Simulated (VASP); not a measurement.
# Sn (Fd-3m) in VASP: a series of runs, part 2 of 2

VASP 6.6.1. The steps go on from the part before.

## (3) Electric field gradients, PBEsol (34.87 Å³/atom)

This run uses another cell than the first one, of 34.87 Å³/atom.

File INCAR:

```
SYSTEM = Sn
ALGO     = Normal         ! electronic algorithm
EDIFF    = 1E-8           ! SCF threshold, eV
ENCUT    = 520            ! plane-wave cutoff, eV
GGA      = PS             ! functional
ISIF     = 2              ! what is computed and relaxed
ISMEAR   = -1             ! smearing method
LASPH    = .TRUE.         ! aspherical terms in the spheres
LCHARG   = .FALSE.        ! write CHGCAR
LEFG     = .TRUE.       
LREAL    = .FALSE.        ! projectors in reciprocal space
LWAVE    = .FALSE.        ! write WAVECAR
NBANDS   = 21             ! bands
NELM     = 80             ! most SCF steps
PREC     = Accurate       ! precision mode
SIGMA    = 0.05           ! smearing width, eV
```

File KPOINTS:

```
k-points
0
G
  11 11 11
  0 0 0
```

File POSCAR:

```
Sn
1.0
    0.0000000000      3.2670946662      3.2670946662
    3.2670946662      0.0000000000      3.2670946662
    3.2670946662      3.2670946662      0.0000000000
Sn
2
Direct
    0.5000000000      0.5000000000      0.5000000000
    0.7500000000      0.7500000000      0.7500000000
```

Potentials or basis: VASP PAW PBE potentials, release 64 (Sn_d).

Started as:

```console
$ cat potpaw_PBE.64/Sn_d/POTCAR > POTCAR
$ mpirun -np 1 vasp_std > vasp.out
```

OUTCAR:

```text
SYSTEM = Sn
   EDIFF = 1E-8
   ENCUT = 520
   GGA = PS
   ISIF = 2
   ISMEAR = -1
   LASPH = .TRUE.
   LREAL = .FALSE.
   NELM = 80
   PREC = Accurate

 ion  position               nearest neighbor table
   1  0.500  0.500  0.500-   2 2.83   2 2.83   2 2.83   2 2.83
   2  0.750  0.750  0.750-   1 2.83   1 2.83   1 2.83   1 2.83

  LATTYP: Found a face centered cubic cell.
 ALAT       =     6.5341893324

  Lattice vectors:

 A1 = (   0.0000000000,   3.2670946662,   3.2670946662)
 A2 = (   3.2670946662,   0.0000000000,   3.2670946662)
 A3 = (   3.2670946662,   3.2670946662,   0.0000000000)

Analysis of symmetry for initial positions (statically):
=====================================================================
 Subroutine PRICEL returns:
 Original cell was already a primitive cell.

 Routine SETGRP: Setting up the symmetry group for a
 face centered cubic supercell.

 Subroutine GETGRP returns: Found 48 space group operations
 (whereof 24 operations were pure point group operations)
 out of a pool of 48 trial point group operations.

The static configuration has the point symmetry T_d .
 The point group associated with its full space group is O_h .

Analysis of symmetry for dynamics (positions and initial velocities):
=====================================================================
 Subroutine PRICEL returns:
 Original cell was already a primitive cell.

 Routine SETGRP: Setting up the symmetry group for a
 face centered cubic supercell.

 Subroutine GETGRP returns: Found 48 space group operations
 (whereof 24 operations were pure point group operations)
 out of a pool of 48 trial point group operations.
[... 157 lines left out ...]
  band No.  band energies     occupation
      1     -16.2867      2.00000
      2     -16.2867      2.00000
      3     -16.2867      2.00000
      4     -16.2290      2.00000
      5     -16.2290      2.00000
      6     -15.9339      2.00000
[... 565 lines left out ...]
     20      12.7044      0.00000
     21      13.0139      0.00000

 [... further k-points ...]

------------------------ aborting loop because EDIFF is reached ----------------------------------------

  FORCE on cell =-STRESS in cart. coord.  units (eV):
  Direction    XX          YY          ZZ          XY          YZ          ZX
  --------------------------------------------------------------------------------------
  -------------------------------------------------------------------------------------
  Total        0.0245247      0.0245247      0.0245247      0.0000000      0.0000000     -0.0000000
  in kB        0.5633764      0.5633764      0.5633764      0.0000000      0.0000000     -0.0000000
  external PRESSURE =       0.5633764 kB  Pullay stress =       0.0000000 kB

 VOLUME and BASIS-vectors are now :
 -----------------------------------------------------------------------------
  energy-cutoff  :      520.00
  volume of cell :       69.75
      direct lattice vectors                 reciprocal lattice vectors
     0.000000000  3.267094666  3.267094666    -0.153041173  0.153041173  0.153041173
     3.267094666  0.000000000  3.267094666     0.153041173 -0.153041173  0.153041173
     3.267094666  3.267094666  0.000000000     0.153041173  0.153041173 -0.153041173

 POSITION                                       TOTAL-FORCE (eV/Angst)
 -----------------------------------------------------------------------------------
      3.26709      3.26709      3.26709        -0.000000     -0.000000      0.000000
      4.90064      4.90064      4.90064         0.000000      0.000000      0.000000
 -----------------------------------------------------------------------------------
    total drift:                                0.000000      0.000000      0.000000

  FREE ENERGIE OF THE ION-ELECTRON SYSTEM (eV)
  ---------------------------------------------------
  free  energy   TOTEN  =        -8.4653403740 eV

  energy  without entropy=       -8.4633307941  energy(sigma->0) =       -8.46433558

 Electric field gradients (V/A^2)
---------------------------------------------------------------------
 ion       V_xx      V_yy      V_zz      V_xy      V_xz      V_yz
---------------------------------------------------------------------
   1      -0.000    -0.000     0.000     0.001     0.001     0.001
   2      -0.000    -0.000     0.000     0.001     0.001     0.001
---------------------------------------------------------------------

 Electric field gradients after diagonalization (V/A^2)
 (convention: |V_zz| > |V_xx| > |V_yy|)
----------------------------------------------------------------------
 ion       V_xx      V_yy      V_zz     asymmetry (V_yy - V_xx)/ V_zz
----------------------------------------------------------------------
   1      -0.001    -0.001     0.002       0.000
   2      -0.001    -0.001     0.002       0.000
----------------------------------------------------------------------

           NMR quadrupolar parameters

 Cq : quadrupolar parameter    Cq=e*Q*V_zz/h
 eta: asymmetry parameters     (V_yy - V_xx)/ V_zz
 Q  : nuclear electric quadrupole moment in mb (millibarn)
----------------------------------------------------------------------
 ion       Cq(MHz)       eta       Q (mb)
----------------------------------------------------------------------
   1       0.000       0.000       1.000
   2       0.000       0.000       1.000
----------------------------------------------------------------------
```

OSZICAR:

```text
N       E                     dE             d eps       ncg     rms          rms(c)
DAV:   1     0.227356013705E+03    0.22736E+03   -0.14740E+04  2402   0.193E+03
DAV:   2     0.160870733334E+02   -0.21127E+03   -0.20688E+03  2382   0.443E+02
DAV:   3    -0.778259699129E+01   -0.23870E+02   -0.23758E+02  2727   0.139E+02
DAV:   4    -0.853858616347E+01   -0.75599E+00   -0.75565E+00  2662   0.281E+01
DAV:   5    -0.856474294007E+01   -0.26157E-01   -0.26156E-01  3427   0.506E+00    0.317E+00
DAV:   6    -0.849676979572E+01    0.67973E-01   -0.39067E-02  3180   0.259E+00    0.180E+00
DAV:   7    -0.846417382899E+01    0.32596E-01   -0.52236E-02  2910   0.252E+00    0.164E-01
DAV:   8    -0.846508495142E+01   -0.91112E-03   -0.72351E-03  2622   0.102E+00    0.503E-02
DAV:   9    -0.846533122851E+01   -0.24628E-03   -0.41360E-04  2811   0.196E-01    0.138E-02
DAV:  10    -0.846533870537E+01   -0.74769E-05   -0.23402E-05  2958   0.440E-02    0.517E-03
DAV:  11    -0.846534058500E+01   -0.18796E-05   -0.38835E-06  2719   0.165E-02    0.102E-03
DAV:  12    -0.846534038679E+01    0.19822E-06   -0.37586E-07  3030   0.823E-03    0.316E-04
DAV:  13    -0.846534035407E+01    0.32711E-07   -0.20168E-08  2139   0.116E-03    0.742E-05
DAV:  14    -0.846534037571E+01   -0.21636E-07   -0.32634E-09  1591   0.733E-04    0.225E-05
DAV:  15    -0.846534037396E+01    0.17480E-08   -0.10063E-09  1441   0.386E-04
   1 F= -.84653404E+01 E0= -.84643356E+01  d E =-.200958E-02
```

stdout:

```text
POSCAR found type information on POSCAR Sn
 POSCAR found :  1 types and       2 ions
 scaLAPACK will be used
 -----------------------------------------------------------------------------
|                                                                             |
|                                                                             |
|     You enforced a specific xc type in the INCAR file but a different       |
|     I HOPE YOU KNOW WHAT YOU ARE DOING!                                     |
|                                                                             |
 -----------------------------------------------------------------------------

 LDA part: xc-table for (Slater+PW92), standard interpolation
 POSCAR, INCAR and KPOINTS ok, starting setup
 FFT: planning ... GRIDC
 FFT: planning ... GRID_SOFT
 FFT: planning ... GRID
 WAVECAR not read
 entering main loop
ion   1

ion   2
```

Run time: 42 s. Hardware: 1 thread of Intel Xeon Platinum 8488C (Sapphire Rapids), shared host; peak memory 0.23 GiB.

What came out:

```yaml
Free_energy: -8.4653 eV
Pressure: 0.1 GPa
Band_gap_on_the_k_mesh: zero (bands 14 and 15 overlap by 0.17 eV)
Largest_electric_field_gradient_by_atom: zero within the noise of the run
```

Caveat: the PAW data sets were made with another functional, which shifts forces and pressure a little; spin-orbit coupling is left out, which moves the levels of the heavy elements.
